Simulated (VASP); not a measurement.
# Si3Ni: single point with r2SCAN

The system is Si3Ni.

```
Si Ni
1.0
     0.00000    2.95463    2.95463
     2.95463    0.00000    2.95463
     2.95463    2.95463    0.00000
Si Ni
3 1
Direct
  0.25000 0.25000 0.25000
  0.75000 0.75000 0.75000
  0.50000 0.50000 0.50000
  0.00000 0.00000 0.00000
```

* Program: VASP 6.6.1
* Task: single point
* Functional: r2SCAN
* Potentials or basis: VASP PAW PBE potentials, release 64 (Si, Ni)
* Cutoff: 520 eV
* k mesh: 12 × 12 × 12
* Occupations: gaussian, width 0.1 eV
* Spin: no spin polarisation

```yaml
Pressure: -1.0 GPa
Band_gap_on_the_k_mesh: zero (bands 11 and 12 overlap by 1.99 eV)
```

Levels at points of the mesh, in eV from the Fermi level:
```
           k point  band 8  band 9  band 10  band 11  band 12  band 13  band 14  band 15
(0.00, 0.00, 0.00)   -2.41   -2.41    -2.41    -0.17     0.33     0.33     0.33     2.00
(0.50, 0.00, 0.00)   -2.67   -2.54    -2.54    -0.64    -0.64     0.90     5.52     5.55
(0.50, 0.50, 0.00)   -2.54   -2.33    -1.49    -0.81     4.49     4.49     5.68     5.68
```

It took 2.9 min on 1 thread of AMD EPYC 9R45 96-Core Processor (Zen 5), with other jobs on the host, peak memory 0.19 GiB.

Caveat: the PAW data sets were made with another functional, which shifts forces and pressure a little. Spin polarisation is off, so any magnetic state and its effect on volume and gap are missing.
